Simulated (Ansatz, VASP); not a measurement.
## HC: VASP beside Ansatz

```
C H
1.0
     6.55806    0.00000    0.00000
    -3.27903    5.67944    0.00000
     0.00000    0.00000   27.89275
C H
2 2
Direct
  0.59475 0.39494 0.75142
  0.69893 0.28899 0.75786
  0.50224 0.48862 0.74542
  0.79147 0.19506 0.76342
```

Alike in both runs: task single point; functional PBE; dispersion D3(BJ); k mesh 3 × 3 × 1; occupations gaussian, width 0.05 eV; no spin polarisation.

```csv
,VASP,Ansatz
version,VASP 6.6.1,Ansatz 0.2.0
potentials or method,"VASP PAW PBE potentials, release 64 (C_h, H_h), cutoff 1000 eV","scalar-relativistic, plane waves, PAW"
valence electrons in the cell,10,10
```

```tsv
	VASP	Ansatz	Ansatz less VASP
gap on the k mesh at the Fermi level (eV)	6.37	6.37	0.000
rms of the force components (eV/Å)	0.020	0.020	+0.0001
```

Atom by atom the forces differ by 0.006 eV/Å (rms over components).
